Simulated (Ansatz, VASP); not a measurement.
SnO2: VASP beside Ansatz

```
Sn O
1.0
     4.99992    0.00000    0.00000
     0.00000    6.20120    0.00000
     0.00000    0.00000    5.53760
Sn O
4 8
Direct
  0.50000 0.66517 0.75000
  0.00000 0.83483 0.25000
  0.50000 0.33483 0.25000
  0.00000 0.16517 0.75000
  0.73012 0.60706 0.07817
  0.23012 0.89294 0.92183
  0.76988 0.89294 0.57817
  0.26988 0.60706 0.42183
  0.73012 0.39294 0.57817
  0.23012 0.10706 0.42183
  0.76988 0.10706 0.07817
  0.26988 0.39294 0.92183
```

Change from the starting cell: volume 14.308 Å^3 an atom, stretch along b over the lengths across it, relative to the relaxed cell 1.0202.

Alike in both runs: task single point; functional PBE; k mesh 6 × 6 × 6; occupations gaussian, width 0.05 eV; no spin polarisation.

```csv
,VASP,Ansatz
version,VASP 6.6.1,Ansatz 0.2.0
potentials or method,"VASP PAW PBE potentials, release 64 (Sn_d, O), cutoff 520 eV","scalar-relativistic, plane waves, PAW"
valence electrons in the cell,104,104
```

```tsv
	VASP	Ansatz	Ansatz less VASP
gap on the k mesh at the Fermi level (eV)	none	none	-
pressure (GPa)	-18.2	-18.5	-0.32
traceless stress, the component that is largest in VASP (GPa)	1.43	1.48	+0.047
rms of the force components (eV/Å)	0.170	0.177	+0.0063
```

Atom by atom the forces differ by 0.007 eV/Å (rms over components). A gap of «none» marks a metal or a gap that the smearing closes. The functional is the same, so the differences come from potentials, cutoffs and numerics.
